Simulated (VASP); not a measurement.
# Ta (Im-3m) in VASP: notebook

Aim: see how the results for Ta move with the level of theory and the settings. Levels: PBEsol, RPBE, revPBE. Tasks: relaxation of cell and atoms, single point.

All numbers are computed with VASP 6.6.1; they aren't measurements. Logs are shortened: lines on timing, memory, paths and dates and some standing lists are left out, and cuts for length are marked.

## 1. The cell of the first run

It takes space group Im-3m (No. 229, cubic). The conventional cell has a = 3.303 Å, b = 3.303 Å, c = 3.303 Å, α = 90.00°, β = 90.00°, γ = 90.00°. Within 3.8 Å of Ta (site symmetry m-3m) lie 14 Ta at 2.86 to 3.30 Å.

## 2. Relaxation of cell and atoms, PBEsol, target pressure 20 GPa, at which the enthalpy is minimised

The input, INCAR:

```
PREC     = Accurate       # precision mode
ENCUT    = 600            # plane-wave cutoff, eV
EDIFF    = 1E-7           # SCF threshold, eV
ISMEAR   = -1             # smearing method
SIGMA    = 0.05           # smearing width, eV
LREAL    = F              # projectors in reciprocal space
LASPH    = T              # aspherical terms in the spheres
NELM     = 100            # most SCF steps
ALGO     = Normal         # electronic algorithm
ISIF     = 3              # what is computed and relaxed
LWAVE    = F              # write WAVECAR
LCHARG   = F              # write CHGCAR
GGA      = PS             # functional
IBRION   = 2              # ionic algorithm
NSW      = 60             # ionic steps
EDIFFG   = -0.01          # ionic threshold
PSTRESS  = 200.0
```

The input, KPOINTS:

```
Automatic mesh
0
Gamma
  11 11 11
```

The input, POSCAR:

```
Ta
1.0
   -1.6512800000      1.6512800000      1.6512800000
    1.6512800000     -1.6512800000      1.6512800000
    1.6512800000      1.6512800000     -1.6512800000
Ta
1
Direct
    0.0000000000      0.0000000000      0.0000000000
```

Potentials or basis: VASP PAW PBE potentials, release 64 (Ta_pv).

Started as:

```bash
> cat potpaw_PBE.64/Ta_pv/POTCAR > POTCAR
> mpirun -np 1 vasp_std > vasp.out
```

OUTCAR:

```text
PREC = Accurate
   ENCUT = 600
   EDIFF = 1E-7
   ISMEAR = -1
   LREAL = F
   LASPH = T
   NELM = 100
   ISIF = 3
   GGA = PS
   IBRION = 2
   NSW = 60
   EDIFFG = -0.01
   PSTRESS = 200.0

 ion  position               nearest neighbor table
   1  0.000  0.000  0.000-

  LATTYP: Found a body centered cubic cell.
 ALAT       =     3.3025600000

  Lattice vectors:

 A1 = (  -1.6512800000,   1.6512800000,   1.6512800000)
 A2 = (   1.6512800000,  -1.6512800000,   1.6512800000)
 A3 = (   1.6512800000,   1.6512800000,  -1.6512800000)

Analysis of symmetry for initial positions (statically):
=====================================================================
 Subroutine PRICEL returns:
 Original cell was already a primitive cell.

 Routine SETGRP: Setting up the symmetry group for a
 body centered cubic supercell.

 Subroutine GETGRP returns: Found 48 space group operations
 (whereof 48 operations were pure point group operations)
 out of a pool of 48 trial point group operations.

The static configuration has the point symmetry O_h .

Analysis of symmetry for dynamics (positions and initial velocities):
=====================================================================
 Subroutine PRICEL returns:
 Original cell was already a primitive cell.

 Routine SETGRP: Setting up the symmetry group for a
 body centered cubic supercell.

 Subroutine GETGRP returns: Found 48 space group operations
 (whereof 48 operations were pure point group operations)
 out of a pool of 48 trial point group operations.

The dynamic configuration has the point symmetry O_h .

 Subroutine INISYM returns: Found 48 space group operations
 (whereof 48 operations are pure point group operations),
 and found     1 'primitive' translations

----------------------------------------------------------------------------------------

                                     Primitive cell

  volume of cell :      18.0104

  direct lattice vectors                    reciprocal lattice vectors
    -1.651280000  1.651280000  1.651280000     0.000000000  0.302795407  0.302795407
     1.651280000 -1.651280000  1.651280000     0.302795407  0.000000000  0.302795407
     1.651280000  1.651280000 -1.651280000     0.302795407  0.302795407  0.000000000

  length of vectors
     2.860100858  2.860100858  2.860100858     0.428217371  0.428217371  0.428217371

  position of ions in fractional coordinates (direct lattice)
     0.000000000  0.000000000  0.000000000

  ion indices of the primitive-cell ions
   primitive index   ion index
                 1           1

----------------------------------------------------------------------------------------

 KPOINTS: Automatic mesh

Automatic generation of k-mesh.
 Grid dimensions read from file:
 generate k-points for:   11   11   11

 Generating k-lattice:

  Cartesian coordinates                     Fractional coordinates (reciprocal lattice)
     0.000000000  0.027526855  0.027526855     0.090909091  0.000000000  0.000000000
     0.027526855  0.000000000  0.027526855     0.000000000  0.090909091  0.000000000
     0.027526855  0.027526855  0.000000000     0.000000000  0.000000000  0.090909091

  Length of vectors
     0.038928852  0.038928852  0.038928852

  Shift w.r.t. Gamma in fractional coordinates (k-lattice)
     0.000000000  0.000000000  0.000000000

 Subroutine IBZKPT returns following result:
 ===========================================

 Found     56 irreducible k-points:

 Following reciprocal coordinates:
            Coordinates               Weight
  0.000000  0.000000  0.000000      1.000000
  0.090909  0.000000  0.000000     12.000000
  0.181818  0.000000  0.000000     12.000000
  0.272727  0.000000  0.000000     12.000000
  0.363636  0.000000  0.000000     12.000000
  0.454545  0.000000  0.000000     12.000000
[... 16 lines left out ...]
  0.272727  0.181818  0.090909     48.000000
  0.363636  0.181818  0.090909     24.000000
 [... further k-points ...]
   k-points           NKPTS =     56   k-points in BZ     NKDIM =     56   number of bands    NBANDS=      9
   number of dos      NEDOS =    301   number of ions     NIONS =      1
   total plane-waves  NPLWV =  13824
   dimension x,y,z NGX =    24 NGY =   24 NGZ =   24
   dimension x,y,z NGXF=    48 NGYF=   48 NGZF=   48
   ions per type =               1
   NGX,Y,Z   is equivalent  to a cutoff of  13.95, 13.95, 13.95 a.u.
   NGXF,Y,Z  is equivalent  to a cutoff of  27.90, 27.90, 27.90 a.u.
 SYSTEM =  unknown system
   PREC   = accura    normal or accurate (medium, high low for compatibility)
   ISTART =      0    job   : 0-new  1-cont  2-samecut
   ICHARG =      2    charge: 1-file 2-atom 10-const
   ISPIN  =      1    spin polarized calculation?
   LNONCOLLINEAR =      F non collinear calculations
   LSORBIT =      F    spin-orbit coupling
   LASPH  =      T    aspherical Exc in radial PAW
   ENCUT  =  600.0 eV  44.10 Ry    6.64 a.u.   5.71  5.71  5.71*2*pi/ulx,y,z
   NELM   =    100;   NELMIN=  2; NELMDL= -5     # of ELM steps
   EDIFF  = 0.1E-06   stopping-criterion for ELM
   LREAL  =      F    real-space projection
   EDIFFG = -.1E-01   stopping-criterion for IOM
   NSW    =     60    number of steps for IOM
   IBRION =      2    ionic relax: 0-MD 1-quasi-New 2-CG
   NFREE  =      1    steps in history (QN), initial steepest desc. (CG)
   ISIF   =      3    stress and relaxation
   ISYM   =      2    0-nonsym 1-usesym 2-fastsym
   POTIM  = 0.5000    time-step for ionic-motion
   TEBEG  =    0.0;   TEEND  =   0.0 temperature during run
   PSTRESS=  200.0 pullay stress
   NELECT =      11.0000    total number of electrons
   NUPDOWN=      -1.0000    fix difference up-down
   EMIN   =  10.00;   EMAX   =-10.00  energy-range for DOS
   EFERMI =   0.00;   METHOD = LEGACY
   ISMEAR =    -1;   SIGMA  =   0.05  broadening in eV -4-tet -1-fermi 0-gaus
   EFERMI_NEDOS =   21; number of points for ismear=-14 and -15
   IALGO  =     38    algorithm
   IMIX   =      4    mixing-type and parameters
     AMIX     =   0.40;   BMIX     =  1.00
     AMIX_MAG =   1.60;   BMIX_MAG =  1.00
  volume/ion in A,a.u.               =      18.01       121.54
  Fermi-wavevector in a.u.,A,eV,Ry     =   1.388988  2.624806 26.249534  1.929286
  Thomas-Fermi vector in A             =   2.513061
   LORBIT       =      0    0 simple, 1 ext, 2 COOP (PROOUT), +10 PAW based schemes
   GGA     = PS    functional components
   LHFCALC =     F    Hartree Fock is set to
   AEXX    =    0.0000 exact exchange contribution
   IVDW    =     0    specifies the selected vdW correction
   LEPSILON=     F    determine dielectric tensor
   LRPA    =     F    only Hartree local field effects (RPA)
 conjugate gradient relaxation of ions
 non-spin polarized calculation
  energy-cutoff  :      600.00
  volume of cell :       18.01
 maximum number of plane-waves:       615
   NGX = 11   NGY = 11   NGZ = 11

--------------------------------------- Ionic step        1  -------------------------------------------

 number of electron      11.0000002 magnetization

 Free energy of the ion-electron system (eV)
  ---------------------------------------------------
  ext. energy  EPLUGINS =         0.00000000
  ---------------------------------------------------
  free energy    TOTEN  =       -12.55672733 eV

  energy without entropy =      -12.54871379  energy(sigma->0) =      -12.55272056

------------------------ aborting loop because EDIFF is reached ----------------------------------------

  FORCE on cell =-STRESS in cart. coord.  units (eV):
  Direction    XX          YY          ZZ          XY          YZ          ZX
  --------------------------------------------------------------------------------------
  -------------------------------------------------------------------------------------
  Total       -0.4671894     -0.4671894     -0.4671894      0.0000000     -0.0000000      0.0000000
  in kB      -41.5605595    -41.5605595    -41.5605595      0.0000000     -0.0000000      0.0000000
  external PRESSURE =    -241.5605595 kB  Pullay stress =     200.0000000 kB
[... 133 lines left out ...]
  enthalpy is  TOTEN    =       -10.4472882861 eV   P V=        2.0425454442

--------------------------------------- Ionic step        5  -------------------------------------------

 number of electron      11.0000000 magnetization

 Free energy of the ion-electron system (eV)
  ---------------------------------------------------
  ext. energy  EPLUGINS =         0.00000000
  ---------------------------------------------------
  free energy    TOTEN  =       -12.48368386 eV

  energy without entropy =      -12.47690844  energy(sigma->0) =      -12.48029615

 E-fermi :   6.1339     XC(G=0): -13.2455

 val. band max:        6.1255605266   @ k =  -0.4545  -0.4545   0.0909
 cond. band min:       6.1834253443   @ k =  -0.1818   0.2727   0.0909
 fundamental gap:      0.0578648177
 Fermi energy:         6.1338740011

 k-point     1 :       0.0000    0.0000    0.0000
  band No.  band energies     occupation
      1     -26.4834      2.00000
      2     -26.4834      2.00000
      3     -26.4834      2.00000
      4      -2.1489      2.00000
      5       6.8498      0.00000
      6       6.8498      0.00000
      7       6.8498      0.00000
      8      10.4869      0.00000
      9      10.4869      0.00000
[... 265 lines left out ...]
 k-point    24 :       0.3636    0.1818    0.0909
  band No.  band energies     occupation
      1     -27.8269      2.00000
      2     -27.2255      2.00000
      3     -26.7570      2.00000
      4       3.0372      2.00000
      5       4.3315      2.00000
      6       6.4057      0.00867
      7      11.0478      0.00000
      8      11.7066      0.00000
      9      16.4999      0.00000

 [... further k-points ...]
[... 5 lines left out ...]
  --------------------------------------------------------------------------------------
  -------------------------------------------------------------------------------------
  Total        2.0364956      2.0364956      2.0364956      0.0000000     -0.0000000      0.0000000
  in kB      200.0239147    200.0239147    200.0239147      0.0000000     -0.0000000      0.0000000
  external PRESSURE =       0.0239147 kB  Pullay stress =     200.0000000 kB
[... 16 lines left out ...]
  FREE ENERGIE OF THE ION-ELECTRON SYSTEM (eV)
  ---------------------------------------------------
  free  energy   TOTEN  =       -12.4836838556 eV

  energy  without entropy=      -12.4769084384  energy(sigma->0) =      -12.48029615

  enthalpy is  TOTEN    =       -10.4474316918 eV   P V=        2.0362521638

 reached required accuracy - stopping structural energy minimisation
```

Run time: 44 s. Hardware: 1 thread of AMD EPYC 7R43 (Zen 3), shared host; peak memory 0.12 GiB.

Results:

| Item | Value |
| --- | --- |
| Free energy | -12.4837 eV |
| Relaxed volume | 16.31 Å³/atom |
| Relaxed cell | a = 2.767 Å, b = 2.767 Å, c = 2.767 Å, α = 109.47°, β = 109.47°, γ = 109.47° |
| Space group after relaxing (to 0.05 Å) | Im-3m (No. 229) |
| Energy change on relaxing (the enthalpy is what falls) | +73.0 meV/atom |
| Ionic steps | 5 |
| Pressure after relaxing | 20.0 GPa |

Step by step:
```tsv
step	energy change (eV)	largest force (eV/Å)	pressure (GPa)	volume (Å³)
1	0.0000	0.0000	-4.16	18.01
2	2.3874	0.0000	175.86	11.82
3	0.0457	0.0000	15.70	16.56
4	0.0669	0.0000	19.10	16.36
5	0.0730	0.0000	20.00	16.31
```

Final structure:
```
CELL_PARAMETERS angstrom
-1.59766 1.59766 1.59766
1.59766 -1.59766 1.59766
1.59766 1.59766 -1.59766
ATOMIC_POSITIONS crystal
Ta 0.00000 0.00000 0.00000
```

Levels at points of the mesh, in eV from the Fermi level:
```csv
k point,band 3,band 4,band 5,band 6,band 7,band 8
"(0.00, 0.00, 0.00)",-32.62,-8.28,0.72,0.72,0.72,4.35
```

Caveat: the cell is relaxed towards a set pressure, so the enthalpy falls and the energy may rise; the PAW data sets were made with another functional, which shifts forces and pressure a little; spin-orbit coupling is left out, which moves the levels of the heavy elements.

## 3. Single point, RPBE

The input, INCAR:

```
  PREC = Accurate
  ENCUT = 520
  EDIFF = 1E-6
  ISMEAR = -1
  SIGMA = 0.05
  LREAL = F
  LASPH = T
  NELM = 100
  ALGO = Normal
  ISIF = 2
  LWAVE = F
  LCHARG = F
  GGA = RP
  NBANDS = 12
```

KPOINTS is that of step 2.

POSCAR is that of step 2.

Potentials or basis: VASP PAW PBE potentials, release 64 (Ta_pv).

Started as:

```bash
> cat potpaw_PBE.64/Ta_pv/POTCAR > POTCAR
> mpirun -np 1 vasp_std > vasp.out
```

Wall time 11 s (1 thread of AMD EPYC 7R13, shared host); peak memory 0.11 GiB.

It converged, with:

```
Free energy : -11.3100 eV
Pressure    : 6.2 GPa
```

Levels at points of the mesh, in eV from the Fermi level:
```csv
k point,band 3,band 4,band 5,band 6,band 7,band 8
"(0.00, 0.00, 0.00)",-33.09,-7.91,0.76,0.76,0.76,4.04
```

Caveat: the PAW data sets were made with another functional, which shifts forces and pressure a little; spin-orbit coupling is left out, which moves the levels of the heavy elements.

## 4. Single point, revPBE

The input, INCAR:

```
SYSTEM = Ta
ALGO = Normal
EDIFF = 1E-6
ENCUT = 520
GGA = RE
ISIF = 2
ISMEAR = -1
LASPH = .True.
LCHARG = .False.
LREAL = .False.
LWAVE = .False.
NBANDS = 12
NELM = 80
PREC = Accurate
SIGMA = 0.05
```

The input, KPOINTS:

```
k-points
0
Gamma
  11 11 11
  0 0 0
```

POSCAR is that of step 3.

Started as:

```bash
> cat potpaw_PBE.64/Ta_pv/POTCAR > POTCAR
> mpirun -np 1 vasp_std > vasp.out
```

Run time: 11 s. Hardware: 1 thread of AMD EPYC 7R13, shared host; peak memory 0.11 GiB.

Results (log left out):

| Property | Result |
| --- | --- |
| Free energy | -11.4129 eV |
| Pressure | 5.2 GPa |

Levels at points of the mesh, in eV from the Fermi level:
| k point | band 2 | band 3 | band 4 | band 5 | band 6 | band 7 | band 8 | band 9 |
| --- | --- | --- | --- | --- | --- | --- | --- | --- |
| (0.00, 0.00, 0.00) | -33.09 | -33.09 | -7.91 | 0.75 | 0.75 | 0.75 | 4.03 | 4.03 |

Caveat: the PAW data sets were made with another functional, which shifts forces and pressure a little; spin-orbit coupling is left out, which moves the levels of the heavy elements.

## 5. Overview

```tsv
task	level	cell	cutoff (eV)	gap on the mesh (eV)	pressure (GPa)
relaxation of cell and atoms	PBEsol	relaxed to 20 GPa	600	none	20.0
single point	RPBE	as given	520	none	6.2
single point	revPBE	as given	520	none	5.2
```

Alike in all rows: potentials or basis VASP PAW PBE potentials, release 64 (Ta_pv); no spin polarisation; k mesh 11 × 11 × 11; smearing fermi-dirac 0.05 eV.

Caveats: the PAW data sets were made with another functional, which shifts forces and pressure a little; spin-orbit coupling is left out, which moves the levels of the heavy elements; the cell is relaxed towards a set pressure, so the enthalpy falls and the energy may rise (some runs).

Total energies depend on the potentials used, so only differences within one code and one set of settings carry meaning.
